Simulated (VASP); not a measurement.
# ZrB2 (P6/mmm) in VASP: further runs, part 2 of 2

VASP 6.6.1. The steps go on from the part before.

### 5 Single point, PBE-based screened hybrid

POSCAR

```
ZrB2
1.0
    3.1700000000      0.0000000000      0.0000000000
   -1.5850000000      2.7453005300      0.0000000000
    0.0000000000      0.0000000000      3.5330000000
Zr B
1 2
Direct
    0.0000000000      0.0000000000      0.0000000000
    0.6666666667      0.3333333333      0.5000000000
    0.3333333333      0.6666666667      0.5000000000
```

INCAR.step1

```
  PREC = Accurate
  ENCUT = 520
  EDIFF = 1E-5
  ISMEAR = -1
  SIGMA = 0.05
  LREAL = False
  LASPH = True
  NELM = 100
  ALGO = Normal
  ISIF = 2
  LWAVE = True
  LCHARG = False
  NBANDS = 16
  GGA = PE
```

INCAR.step2

```
  PREC = Accurate
  ENCUT = 520
  EDIFF = 1E-7
  ISMEAR = -1
  SIGMA = 0.05
  LREAL = False
  LASPH = True
  NELM = 100
  ALGO = Normal
  ISIF = 2
  LWAVE = False
  LCHARG = False
  GGA = PE
  LHFCALC = True
  AEXX = 0.1
  HFSCREEN = 0.2078699
  PRECFOCK = Normal
  NBANDS = 16
  ISTART = 1
```

KPOINTS

```
Automatic mesh
0
Gamma
  6 6 4
```

Potentials or basis: VASP PAW PBE potentials, release 64 (Zr_sv, B).

The run is started by

```sh
cat potpaw_PBE.64/Zr_sv/POTCAR potpaw_PBE.64/B/POTCAR > POTCAR
cp INCAR.step1 INCAR
mpirun -np 1 vasp_std > vasp.out
cp INCAR.step2 INCAR
mpirun -np 1 vasp_std > vasp.out
```

OUTCAR:

```text
PREC = Accurate
   ENCUT = 520
   EDIFF = 1E-7
   ISMEAR = -1
   LREAL = False
   LASPH = True
   NELM = 100
   ISIF = 2
   GGA = PE
   LHFCALC = True
   AEXX = 0.1
   HFSCREEN = 0.2078699
   PRECFOCK = Normal
   ISTART = 1

 ion  position               nearest neighbor table
   1  0.000  0.000  0.000-   2 2.54   3 2.54   2 2.54   3 2.54   2 2.54   2 2.54   3 2.54   3 2.54
                             2 2.54   2 2.54   3 2.54   3 2.54
   2  0.667  0.333  0.500-   3 1.83   3 1.83   3 1.83   1 2.54   1 2.54   1 2.54   1 2.54   1 2.54
                             1 2.54
   3  0.333  0.667  0.500-   2 1.83   2 1.83   2 1.83   1 2.54   1 2.54   1 2.54   1 2.54   1 2.54
                             1 2.54

  LATTYP: Found a hexagonal cell.
 ALAT       =     3.1700000000
 C/A-ratio  =     1.1145110410

  Lattice vectors:

 A1 = (   3.1700000000,   0.0000000000,   0.0000000000)
 A2 = (  -1.5850000000,   2.7453005300,   0.0000000000)
 A3 = (   0.0000000000,   0.0000000000,   3.5330000000)

Analysis of symmetry for initial positions (statically):
=====================================================================
 Subroutine PRICEL returns:
 Original cell was already a primitive cell.

 Routine SETGRP: Setting up the symmetry group for a
 hexagonal supercell.

 Subroutine GETGRP returns: Found 24 space group operations
 (whereof 24 operations were pure point group operations)
 out of a pool of 24 trial point group operations.

The static configuration has the point symmetry D_6h.

Analysis of symmetry for dynamics (positions and initial velocities):
=====================================================================
 Subroutine PRICEL returns:
 Original cell was already a primitive cell.

 Routine SETGRP: Setting up the symmetry group for a
 hexagonal supercell.

 Subroutine GETGRP returns: Found 24 space group operations
 (whereof 24 operations were pure point group operations)
 out of a pool of 24 trial point group operations.

The dynamic configuration has the point symmetry D_6h.

 Subroutine INISYM returns: Found 24 space group operations
 (whereof 24 operations are pure point group operations),
 and found     1 'primitive' translations

----------------------------------------------------------------------------------------

                                     Primitive cell

  volume of cell :      30.7463

  direct lattice vectors                    reciprocal lattice vectors
     3.170000000  0.000000000  0.000000000     0.315457413  0.182129422  0.000000000
    -1.585000000  2.745300530  0.000000000     0.000000000  0.364258845  0.000000000
     0.000000000  0.000000000  3.533000000     0.000000000  0.000000000  0.283045570

  length of vectors
     3.170000000  3.170000000  3.533000000     0.364258845  0.364258845  0.283045570

  position of ions in fractional coordinates (direct lattice)
     0.000000000  0.000000000  0.000000000
     0.666666667  0.333333333  0.500000000
     0.333333333  0.666666667  0.500000000

  ion indices of the primitive-cell ions
[... 35 lines left out ...]
  0.333333 -0.000000  0.000000      6.000000
  0.500000  0.000000  0.000000      3.000000
  0.166667  0.166667  0.000000      6.000000
  0.333333  0.166667  0.000000     12.000000
[... 13 lines left out ...]
  0.333333  0.166667  0.500000     12.000000
  0.333333  0.333333  0.500000      2.000000
   k-points           NKPTS =     21   k-points in BZ     NKDIM =    144   number of bands    NBANDS=     16
   number of dos      NEDOS =    301   number of ions     NIONS =      3
   total plane-waves  NPLWV =  16128
   dimension x,y,z NGX =    24 NGY =   24 NGZ =   28
   dimension x,y,z NGXF=    48 NGYF=   48 NGZF=   56
   ions per type =               1   2
   NGX,Y,Z   is equivalent  to a cutoff of  12.59, 12.59, 13.18 a.u.
   NGXF,Y,Z  is equivalent  to a cutoff of  25.17, 25.17, 26.35 a.u.
 SYSTEM =  unknown system
   PREC   = accura    normal or accurate (medium, high low for compatibility)
   ISTART =      1    job   : 0-new  1-cont  2-samecut
   ICHARG =      0    charge: 1-file 2-atom 10-const
   ISPIN  =      1    spin polarized calculation?
   LNONCOLLINEAR =      F non collinear calculations
   LSORBIT =      F    spin-orbit coupling
   LASPH  =      T    aspherical Exc in radial PAW
   ENCUT  =  520.0 eV  38.22 Ry    6.18 a.u.   5.89  5.89  6.57*2*pi/ulx,y,z
   NELM   =    100;   NELMIN=  2; NELMDL=  0     # of ELM steps
   EDIFF  = 0.1E-06   stopping-criterion for ELM
   LREAL  =      F    real-space projection
   EDIFFG = 0.1E-05   stopping-criterion for IOM
   NSW    =      0    number of steps for IOM
   IBRION =     -1    ionic relax: 0-MD 1-quasi-New 2-CG
   NFREE  =      0    steps in history (QN), initial steepest desc. (CG)
   ISIF   =      2    stress and relaxation
   ISYM   =      3    0-nonsym 1-usesym 2-fastsym
   POTIM  = 0.5000    time-step for ionic-motion
   TEBEG  =    0.0;   TEEND  =   0.0 temperature during run
   PSTRESS=    0.0 pullay stress
   NELECT =      18.0000    total number of electrons
   NUPDOWN=      -1.0000    fix difference up-down
   EMIN   =  10.00;   EMAX   =-10.00  energy-range for DOS
   EFERMI =   0.00;   METHOD = LEGACY
   ISMEAR =    -1;   SIGMA  =   0.05  broadening in eV -4-tet -1-fermi 0-gaus
   EFERMI_NEDOS =   21; number of points for ismear=-14 and -15
   IALGO  =     38    algorithm
   IMIX   =      1    mixing-type and parameters
     AMIX     =   0.40;   BMIX     =  1.00
     AMIX_MAG =   1.60;   BMIX_MAG =  1.00
  volume/ion in A,a.u.               =      10.25        69.16
  Fermi-wavevector in a.u.,A,eV,Ry     =   1.369519  2.588016 25.518847  1.875582
  Thomas-Fermi vector in A             =   2.495387
   LORBIT       =      0    0 simple, 1 ext, 2 COOP (PROOUT), +10 PAW based schemes
   GGA     = PE    functional components
   LHFCALC =     T    Hartree Fock is set to
   PRECFOCK=normal    Normal, Fast or Accurate (Low or Medium for compatibility)
   ENCUT4O =  -1.0   cutoff for four orbital integrals eV
   NKREDX  =     1    reduce k-point grid by
   NKREDY  =     1    reduce k-point grid by
   NKREDZ  =     1    reduce k-point grid by
   AEXX    =    0.1000 exact exchange contribution
   HFSCREEN=    0.2079 screening length (either q_TF or 0.3 A-1)
   HFSCREENC=   0.2079 screening length for correlation (either q_TF or 0.3 A-1)
   ENCUTFOCK=  -1.0 apply spherical cutoff to Coloumb kernel
   IVDW    =     0    specifies the selected vdW correction
   LEPSILON=     F    determine dielectric tensor
   LRPA    =     F    only Hartree local field effects (RPA)
 non-spin polarized calculation
  energy-cutoff  :      520.00
  volume of cell :       30.75
 maximum number of plane-waves:       840
 NGX is ok and might be reduce to    24
  NGX = 18; NGY = 18; NGZ = 20

 number of electron      18.0000000 magnetization

 Free energy of the ion-electron system (eV)
  ---------------------------------------------------
  ext. energy  EPLUGINS =         0.00000000
  ---------------------------------------------------
  free energy    TOTEN  =       -26.11942100 eV

  energy without entropy =      -26.11464877  energy(sigma->0) =      -26.11703489

 E-fermi :  10.2228     XC(G=0): -11.5360

 val. band max:        9.8736168553   @ k =   0.3333   0.1667   0.0000
 cond. band min:      10.2774819525   @ k =   0.3333   0.1667   0.0000
 fundamental gap:      0.4038650972
 Fermi energy:        10.2228348710

 k-point     1 :       0.0000    0.0000    0.0000
  band No.  band energies     occupation
      1     -39.5613      2.00000
      2     -17.2162      2.00000
      3     -16.6218      2.00000
      4     -16.6218      2.00000
      5      -2.9312      2.00000
      6       7.7072      2.00000
[... 376 lines left out ...]
      3     -17.2543      2.00000
      4     -17.2543      2.00000
      5       1.2575      2.00000
      6       1.2575      2.00000
[... 8 lines left out ...]
     15      17.4959      0.00000
     16      20.2401      0.00000

------------------------ aborting loop because EDIFF is reached ----------------------------------------

  FORCE on cell =-STRESS in cart. coord.  units (eV):
  Direction    XX          YY          ZZ          XY          YZ          ZX
  --------------------------------------------------------------------------------------
  -------------------------------------------------------------------------------------
  Total        0.0785055      0.0785055     -0.2682154      0.0000000      0.0000000      0.0000000
  in kB        4.0908893      4.0908893    -13.9765984      0.0000000      0.0000000      0.0000000
  external PRESSURE =      -1.9316066 kB  Pullay stress =       0.0000000 kB

 VOLUME and BASIS-vectors are now :
 -----------------------------------------------------------------------------
  energy-cutoff  :      520.00
  volume of cell :       30.75
      direct lattice vectors                 reciprocal lattice vectors
     3.170000000  0.000000000  0.000000000     0.315457413  0.182129422  0.000000000
    -1.585000000  2.745300530  0.000000000     0.000000000  0.364258845  0.000000000
     0.000000000  0.000000000  3.533000000     0.000000000  0.000000000  0.283045570

 POSITION                                       TOTAL-FORCE (eV/Angst)
 -----------------------------------------------------------------------------------
      0.00000      0.00000      0.00000         0.000000     -0.000000      0.000000
      1.58500      0.91510      1.76650        -0.000000      0.000000      0.000000
     -0.00000      1.83020      1.76650         0.000000      0.000000     -0.000000
 -----------------------------------------------------------------------------------
    total drift:                                0.000000      0.000000     -0.000000

  FREE ENERGIE OF THE ION-ELECTRON SYSTEM (eV)
  ---------------------------------------------------
  free  energy   TOTEN  =       -26.1194210035 eV

  energy  without entropy=      -26.1146487687  energy(sigma->0) =      -26.11703489
```

It took 18 min on 1 thread of Intel Xeon 6975P-C, shared host; peak memory 0.26 GiB.

What came out:

| Item | Value |
| --- | --- |
| Free energy | -26.1194 eV |
| Pressure | -0.2 GPa |
| Band gap on the k mesh | zero (band 9 reaches 10.97 eV, above the bottom of band 10 at 10.28 eV) |

Levels at points of the mesh, in eV from the Fermi level:
```csv
k point,band 5,band 6,band 7,band 8,band 9,band 10,band 11,band 12,band 13,band 14
"(0.00, 0.00, 0.00)",-13.15,-2.52,-2.52,-2.40,-2.26,3.97,3.97,4.77,4.77,5.37
"(0.50, 0.00, 0.00)",-9.19,-8.75,-3.82,-2.99,-2.51,2.66,2.82,5.55,5.61,7.02
"(0.00, 0.00, 0.50)",-11.04,-7.11,-0.77,-0.77,0.74,0.74,1.20,1.20,2.36,5.57
"(0.50, 0.00, 0.50)",-10.21,-7.14,-4.60,-4.09,-1.94,4.34,4.57,5.93,6.89,7.15
```

Caveat: the k points lie up to 0.44 Å⁻¹ apart; the PAW data sets were made with another functional, which shifts forces and pressure a little.

### 6 Overview

```tsv
task	level	cell	k mesh	cutoff (eV)	grid for exact exchange (PRECFOCK)	share of exact exchange	screening parameter	gap on the mesh (eV)	pressure (GPa)
relaxation of cell and atoms	r2SCAN	relaxed to 20 GPa	10 × 10 × 8	600	-	-	-	none	19.9
relaxation of cell and atoms	r2SCAN	relaxed to 30 GPa	10 × 10 × 8	600	-	-	-	none	30.0
single point	PBE	as given	6 × 6 × 4	520	-	-	-	none	1.1
single point	PBE-based screened hybrid	as given	6 × 6 × 4	520	Normal	0.1	0.20787 1/Å	none	-0.2
```

Alike in all rows: potentials or basis VASP PAW PBE potentials, release 64 (Zr_sv, B); no spin polarisation; smearing fermi-dirac 0.05 eV.

Caveats: some runs use coarse meshes; the PAW data sets were made with another functional, which shifts forces and pressure a little (some runs); the cell is relaxed towards a set pressure, so the enthalpy falls and the energy may rise (some runs).

Absolute energies hang on the potentials; compare differences alone.
